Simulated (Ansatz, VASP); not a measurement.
# ZnO in VASP and in Ansatz

The input POSCAR:

```
ZnO
1.0
    5.5175700000      0.0000000000      0.0000000000
    0.0000000000      5.5175700000      0.0000000000
    0.0000000000      0.0000000000      3.2587790000
Zn O
4 4
Direct
    0.1819730000      0.1819730000      0.5000000000
    0.8180270000      0.8180270000      0.5000000000
    0.6819730000      0.3180270000      0.0000000000
    0.3180270000      0.6819730000      0.0000000000
    0.8172470000      0.1827530000      0.5000000000
    0.1827530000      0.8172470000      0.5000000000
    0.6827530000      0.6827530000      0.0000000000
    0.3172470000      0.3172470000      0.0000000000
```

INCAR.step1

```
SYSTEM = ZnO
PREC = Accurate ; ENCUT = 520
ISMEAR = 0 ; SIGMA = 0.01
LREAL = .FALSE. ; LASPH = .TRUE.
NELM = 60 ; NBANDS = 46
GGA = PE ; ALGO = Normal
EDIFF = 1E-4 ; LWAVE = .TRUE.
LCHARG = .FALSE.
```

File INCAR.step2:

```
SYSTEM = ZnO
PREC = Accurate ; ENCUT = 520
EDIFF = 1E-6 ; ISMEAR = 0
SIGMA = 0.01 ; LREAL = .FALSE.
LASPH = .TRUE. ; NELM = 60
ALGO = Normal ; ISIF = 2
LWAVE = .FALSE. ; LCHARG = .FALSE.
METAGGA = R2SCAN ; LMIXTAU = .TRUE.
NBANDS = 46 ; ISTART = 1
```

Contents of KPOINTS:

```
regular mesh
0
G
  4 4 6
  0 0 0
```

Input for Ansatz:

```yaml
crystal:
  lattice:
    - [5.51757, 0.0, 0.0]
    - [0.0, 5.51757, 0.0]
    - [0.0, 0.0, 3.258779]
  atoms:
    - { symbol: Zn, position: [0.181973, 0.181973, 0.5] }
    - { symbol: Zn, position: [0.818027, 0.818027, 0.5] }
    - { symbol: Zn, position: [0.681973, 0.318027, 0.0] }
    - { symbol: Zn, position: [0.318027, 0.681973, 0.0] }
    - { symbol: O, position: [0.817247, 0.182753, 0.5] }
    - { symbol: O, position: [0.182753, 0.817247, 0.5] }
    - { symbol: O, position: [0.682753, 0.682753, 0.0] }
    - { symbol: O, position: [0.317247, 0.317247, 0.0] }
basis:
  ecutwfc: 530.622031796766
kpoints:
  mp_grid:
    grid: [4, 4, 6]
hamiltonian:
  xc: r2scan
  pseudopotentials:
    kind: paw
scf:
  convergence:
    dr2_threshold: 1.0e-10
  occupations:
    method: fixed
output:
  optics:
    de: 0.05
    nscf_kmesh:
      grid: [4, 4, 8]
    bands:
      spectra_wanted_up_to: 6.0
```

Alike in both runs: task single point; functional r2SCAN; k mesh 4 × 4 × 6; no spin polarisation.

|  | VASP | Ansatz |
| --- | --- | --- |
| version | VASP 6.6.1 | Ansatz 0.2.0 |
| potentials or method | VASP PAW PBE potentials, release 64 (Zn, O), cutoff 520 eV | plane waves, PAW |
| occupations | gaussian, width 0.01 eV | fixed |
| valence electrons in the cell | 72 | 72 |

Ansatz gave:

* gap on the k mesh at the Fermi level (eV): 1.21

**Question.** Estimate VASP's values.

**Answer.** gap on the k mesh at the Fermi level (eV): 1.20.

VASP's potentials were made for PBE, not for r2SCAN. Ansatz's warnings: settled levels scf threshold loose.
